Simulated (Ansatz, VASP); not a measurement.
# Cr: VASP beside Ansatz

```
Cr
1.0
     2.84863    0.00000    0.00000
     0.00000    2.84863    0.00000
     0.00000    0.00000   11.00000
Cr
1
Direct
  0.00000 0.00000 0.50000
```

Alike in both runs: task single point; functional PBE; k mesh 14 × 14 × 1; occupations fermi-dirac, width 0.1 eV; collinear spin.

```csv
,VASP,Ansatz
version,VASP 6.6.1,Ansatz 0.2.0
potentials or method,"VASP PAW PBE potentials, release 64 (Cr_pv), cutoff 520 eV","all-electron LAPW, scalar-relativistic"
```

```csv
,VASP,Ansatz,Ansatz less VASP
net moment per atom (μB),4.86,4.85,-0.009
size of the moment on the site where the two differ most (μB),4.13,4.34,+0.212
```

Site moments also hang on the region over which each program counts them. Ansatz ran all-electron here, and VASP with PAW potentials. Ansatz's warnings: vacuum density over bound.
